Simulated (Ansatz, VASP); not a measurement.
NiO: VASP beside Ansatz

The input INCAR:

```
SYSTEM = NiO
ALGO = Normal
EDIFF = 1E-6
ENCUT = 520
GGA = CA
ISIF = 2
ISMEAR = 0
LASPH = .True.
LCHARG = .False.
LDAU = .True.
LDAUJ = 0 0
LDAUL = 2 -1
LDAUPRINT = 1
LDAUTYPE = 2
LDAUU = 4.2 0
LMAXMIX = 4
LREAL = .False.
LWAVE = .False.
NBANDS = 15
NELM = 150
PREC = Accurate
SIGMA = 0.05
```

The input KPOINTS:

```
k-points
0
Gamma
  12 12 12
  0 0 0
```

File POSCAR:

```
NiO
1.0
    0.0000000000      2.0913095126      2.0913095126
    2.0913095126      0.0000000000      2.0913095126
    2.0913095126      2.0913095126      0.0000000000
Ni O
1 1
Direct
    0.0000000000      0.0000000000      0.0000000000
    0.5000000000      0.5000000000      0.5000000000
```

Input for Ansatz:

```yaml
crystal:
  lattice:
    - [0.0, 2.0913095126, 2.0913095126]
    - [2.0913095126, 0.0, 2.0913095126]
    - [2.0913095126, 2.0913095126, 0.0]
  atoms:
    - { symbol: Ni, position: [0.0, 0.0, 0.0] }
    - { symbol: O, position: [0.5, 0.5, 0.5] }
basis:
  ecutwfc: 420
  ecutrho_ratio: 4
kpoints:
  mp_grid: { grid: [12, 12, 12] }
hamiltonian:
  xc: lda
  hubbard: { sites: [{ species: Ni, l: d, u_eff: 4.2 }] }
scf:
  occupations: { method: gaussian, width: 0.05 }
output:
  forces: true
  stress: true
  eigenvalues: true
  populations: true
  hubbard: { sites: [{ species: Ni, l: d }] }
```

Alike in both runs: task single point; functional LDA; k mesh 12 × 12 × 12; occupations gaussian, width 0.05 eV; no spin polarisation; Hubbard terms Ni d U = 4.2 eV.

```csv
,VASP,Ansatz
version,VASP 6.6.1,Ansatz 0.2.0
potentials or method,"VASP PAW LDA potentials, release 64 (Ni, O), cutoff 520 eV","scalar-relativistic, plane waves, PAW"
valence electrons in the cell,16,24
```

```tsv
	VASP	Ansatz	Ansatz less VASP
gap on the k mesh at the Fermi level (eV)	none	none	-
pressure (GPa)	-27.2	-20.7	+6.48
```

LDA's correlation is that of Perdew and Zunger in VASP and of Perdew and Wang (1992) in Ansatz. The programs project onto different local orbitals, so the same U acts differently, and such runs can settle in different states. A gap of «none» marks a metal or a gap that the smearing closes. VASP's potentials hold 16 valence electrons a cell and Ansatz's 24, so a difference there can come from the potentials and not from the codes. Ansatz's warnings: filled band counts differ across k points.
